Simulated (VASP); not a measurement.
Wanted: the native input for a VASP 6.6.1 run.

```yaml
Task: single point
Functional: PBE
Potentials_or_basis: VASP PAW PBE potentials, release 64 (Nb_sv, Si, O)
Cutoff: 520 eV
k_mesh: 6 × 6 × 4
Occupations: gaussian, width 0.1 eV
Spin: no spin polarisation
Dipole_correction: no
Further_INCAR_settings: ALGO = Normal; EDIFF = 1e-07; NBANDS = 28
```

The structure of Nb2Si2O lies in POSCAR:

```
Nb2Si2O
1.0
    3.1391587878     -1.6927319702      0.0000000000
    3.1391587878      1.6927319702      0.0000000000
   -0.1159723314      0.0000000000      6.7321392537
Nb Si O
2 2 1
Direct
    0.6762651979      0.6762651979      0.8416409927
    0.3237348021      0.3237348021      0.1583590073
    0.6589965214      0.6589965214      0.4141724412
    0.3410034786      0.3410034786      0.5858275588
    0.0000000000      0.0000000000      0.0000000000
```

The input as run:

INCAR

```
SYSTEM = Nb2Si2O
ALGO = Normal
EDIFF = 1E-7
ENCUT = 520
GGA = PE
ISIF = 2
ISMEAR = 0
LASPH = .True.
LCHARG = .True.
LELF = .True.
LREAL = .False.
LVHAR = .True.
LWAVE = .False.
NBANDS = 28
NELM = 100
PREC = Accurate
SIGMA = 0.1
```

KPOINTS

```
k-points
0
Gamma
  6 6 4
  0 0 0
```

Potentials or basis: VASP PAW PBE potentials, release 64 (Nb_sv, Si, O).

Launch:

```bash
$ cat potpaw_PBE.64/Nb_sv/POTCAR potpaw_PBE.64/Si/POTCAR potpaw_PBE.64/O/POTCAR > POTCAR
$ mpirun -np 1 vasp_std > vasp.out
```

Results of the run:

```yaml
Pressure: -0.3 GPa
Largest_force: 0.019 eV/Å
Band_gap_on_the_k_mesh: zero (bands 20 and 21 overlap by 0.90 eV)
```

Wall time 57 s on 1 thread of AMD EPYC 9R45 96-Core Processor (Zen 5), on a shared host, peak memory 0.21 GiB.
